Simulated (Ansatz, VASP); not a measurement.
## SiC in VASP and in Ansatz

The input INCAR:

```
PREC = Accurate
ENCUT = 520
EDIFF = 1E-7
ISMEAR = 0
SIGMA = 0.05
LREAL = F
LASPH = T
NELM = 100
ALGO = Normal
ISIF = 2
LWAVE = F
LCHARG = T
GGA = PE
LELF = T
LVHAR = T
NBANDS = 16
```

Contents of KPOINTS:

```
regular mesh
0
Gamma
  12 12 6
```

Contents of POSCAR:

```
SiC
1.0
    3.0919867344      0.0000000000      0.0193249171
   -1.5459933672      2.6777390602     -0.0096624585
    0.0317110288      0.0000000000      5.0737646004
Si C
2 2
Direct
    0.3333333333      0.6666666667      0.0045636718
    0.6666666667      0.3333333333      0.5045636718
    0.3333333333      0.6666666667      0.3804363282
    0.6666666667      0.3333333333      0.8804363282
```

Input for Ansatz:

```yaml
crystal:
  lattice:
    - [3.0919867344, 0.0, 0.0193249171]
    - [-1.5459933672, 2.6777390602, -0.0096624585]
    - [0.0317110288, 0.0, 5.0737646004]
  atoms:
    - { symbol: Si, position: [0.3333333333, 0.6666666667, 0.0045636718] }
    - { symbol: Si, position: [0.6666666667, 0.3333333333, 0.5045636718] }
    - { symbol: C, position: [0.3333333333, 0.6666666667, 0.3804363282] }
    - { symbol: C, position: [0.6666666667, 0.3333333333, 0.8804363282] }
basis:
  ecutwfc: 420
kpoints:
  mp_grid: { grid: [12, 12, 6] }
hamiltonian:
  xc: pbe
scf:
  occupations: { method: gaussian, width: 0.05 }
output:
  forces: true
  stress: true
  eigenvalues: true
```

Change from the starting cell: strain +0.0125 x Voigt [0, 0, 0, 0, 1, 0], atoms carried along.

Alike in both runs: task single point; functional PBE; k mesh 12 × 12 × 6; occupations gaussian, width 0.05 eV; no spin polarisation.

|  | VASP | Ansatz |
| --- | --- | --- |
| version | VASP 6.6.1 | Ansatz 0.2.0 |
| potentials or method | VASP PAW PBE potentials, release 64 (Si, C), cutoff 520 eV | scalar-relativistic, plane waves, PAW |
| valence electrons in the cell | 16 | 16 |

```tsv
	VASP	Ansatz	Ansatz less VASP
gap on the k mesh at the Fermi level (eV)	2.29	2.30	+0.003
least direct gap on the mesh (eV)	3.94	3.94	+0.003
pressure (GPa)	0.0	0.0	+0.05
traceless stress, the component that is largest in VASP (GPa)	-2.04	-2.04	+0.006
rms of the force components (eV/Å)	0.039	0.039	+0.0001
```

Atom by atom the forces differ by 0.000 eV/Å (rms over components).
